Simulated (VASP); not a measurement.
Set up this calculation in VASP 6.6.1, as the native input.

```yaml
Task: single point
Functional: r2SCAN
Dispersion: D3(BJ)
Potentials_or_basis: VASP PAW PBE potentials, release 64 (Ti_sv, Al)
Cutoff: 520 eV
k_mesh: 14 × 14 × 14
Occupations: fermi-dirac, width 0.1 eV
Spin: no spin polarisation
Dipole_correction: no
Further_INCAR_settings: ALGO = Normal; EDIFF = 1e-07; NBANDS = 14
```

Crystal: TiAl.

```
Ti Al
1.0
     3.15207    0.00000    0.00000
     0.00000    3.15207    0.00000
     0.00000    0.00000    3.15207
Ti Al
1 1
Cartesian
  1.5760 1.5760 1.5760
  0.0000 0.0000 0.0000
```

These files were run (other wordings do the same):

POSCAR

```
TiAl
1.0
    3.1520693862      0.0000000000      0.0000000000
    0.0000000000      3.1520693862      0.0000000000
    0.0000000000      0.0000000000      3.1520693862
Ti Al
1 1
Direct
    0.5000000000      0.5000000000      0.5000000000
    0.0000000000      0.0000000000      0.0000000000
```

INCAR.step1

```
PREC = Accurate ; ENCUT = 520
ISMEAR = -1 ; SIGMA = 0.1
LREAL = F ; LASPH = T
NELM = 60 ; NBANDS = 14
GGA = PE ; ALGO = Normal
EDIFF = 1E-4 ; LWAVE = T
LCHARG = F
```

INCAR.step2

```
PREC = Accurate ; ENCUT = 520
EDIFF = 1E-7 ; ISMEAR = -1
SIGMA = 0.1 ; LREAL = F
LASPH = T ; NELM = 60
ALGO = Normal ; ISIF = 2
LWAVE = F ; LCHARG = F
METAGGA = R2SCAN ; LMIXTAU = T
IVDW = 12 ; VDW_S6 = 1.0
VDW_S8 = 0.78981345 ; VDW_A1 = 0.49484001
VDW_A2 = 5.73083694 ; NBANDS = 14
ISTART = 1
```

KPOINTS

```
regular mesh
0
Gamma
  14 14 14
```

Potentials or basis: VASP PAW PBE potentials, release 64 (Ti_sv, Al).

Run with:

```bash
$ cat potpaw_PBE.64/Ti_sv/POTCAR potpaw_PBE.64/Al/POTCAR > POTCAR
$ cp INCAR.step1 INCAR
$ mpirun -np 1 vasp_std > vasp.out
$ cp INCAR.step2 INCAR
$ mpirun -np 1 vasp_std > vasp.out
```

Results of the run:

| Item | Value |
| --- | --- |
| Pressure | 0.2 GPa |
| Band gap on the k mesh | zero (an odd number of electrons rules out a gap without spin polarisation) |
| Dispersion energy per atom | -0.236 eV |

Caveat: the PAW data sets were made with another functional, which shifts forces and pressure a little.

It took 2.4 min on 1 thread of Intel(R) Xeon(R) Platinum 8259CL CPU @ 2.50GHz (Skylake/Cascade Lake), on a shared host, peak memory 0.19 GiB.
